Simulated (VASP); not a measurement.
**Si3Sn: single point with PBE**

The system is Si3Sn.

```xyz
4
Lattice="4.1919 0.0000 0.0000 0.0000 4.1919 0.0000 0.0000 0.0000 4.1919" Properties=species:S:1:pos:R:3 pbc="T T T"
Si    0.0000    0.0000    2.0959
Si    2.0959    0.0000    0.0000
Si    0.0000    2.0959    0.0000
Sn    2.0959    2.0959    2.0959
```

```json
{"Program": "VASP 6.6.1", "Task": "single point", "Functional": "PBE", "Potentials or basis": "VASP PAW PBE potentials, release 64 (Si, Sn_d)", "Cutoff": "520 eV", "k mesh": "4 × 4 × 4", "Occupations": "gaussian, width 0.1 eV", "Spin": "no spin polarisation", "Dipole correction": "no", "Further INCAR settings": "ALGO = Normal; EDIFF = 1e-07; NBANDS = 21"}
```

```json
{
  "Pressure": "2.5 GPa",
  "Band gap on the k mesh": "zero (band 13 reaches 10.91 eV, above the bottom of band 14 at 8.04 eV)"
}
```

Levels at points of the mesh, in eV from the Fermi level:
```tsv
k point	band 10	band 11	band 12	band 13	band 14	band 15	band 16	band 17
(0.00, 0.00, 0.00)	-4.57	-4.57	-4.17	2.00	2.00	2.00	3.12	3.12
(0.50, 0.00, 0.00)	-2.50	-2.50	-2.42	-2.42	-0.87	-0.85	4.25	4.25
(0.50, 0.50, 0.00)	-0.63	-0.51	-0.51	-0.49	-0.45	-0.45	-0.02	0.26
(0.50, 0.50, 0.50)	-5.96	-5.96	-5.96	-5.69	6.06	6.06	6.06	6.45
```

It took 12 s on 1 thread of Intel(R) Xeon(R) Platinum 8559C (Emerald Rapids) (shared host), peak memory 0.17 GiB.

Caveat: the k points lie up to 0.37 Å⁻¹ apart; spin-orbit coupling is left out, which moves the levels of the heavy elements.
